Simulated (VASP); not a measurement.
Tl:

```xyz
2
Lattice="3.3854 0.0000 0.0000 -1.6927 2.9319 0.0000 0.0000 0.0000 5.4122" Properties=species:S:1:pos:R:3 pbc="T T T"
Tl    1.6927    0.9773    4.0592
Tl    0.0000    1.9546    1.3531
```

Base run:

- Program: VASP 6.6.1
- Functional: r2SCAN
- Potentials or basis: VASP PAW PBE potentials, release 64 (Tl_d)
- Cutoff: 520 eV
- k mesh: 9 × 9 × 5
- Occupations: fermi-dirac, width 0.05 eV
- Spin: no spin polarisation

Its results: band gap on the k mesh zero (bands 13 and 14 overlap by 4.11 eV); pressure 5.2 GPa.

Task: The run is repeated on the same cell with these changes: functional from r2SCAN to PBE. What comes out?

Result: Band gap on the k mesh zero (bands 13 and 14 overlap by 3.99 eV); pressure 6.5 GPa.

Caveats: the cell stands under pressure; spin-orbit coupling is left out, which moves the levels of the heavy elements; the PAW data sets were made with another functional, which shifts forces and pressure a little (at least some runs).
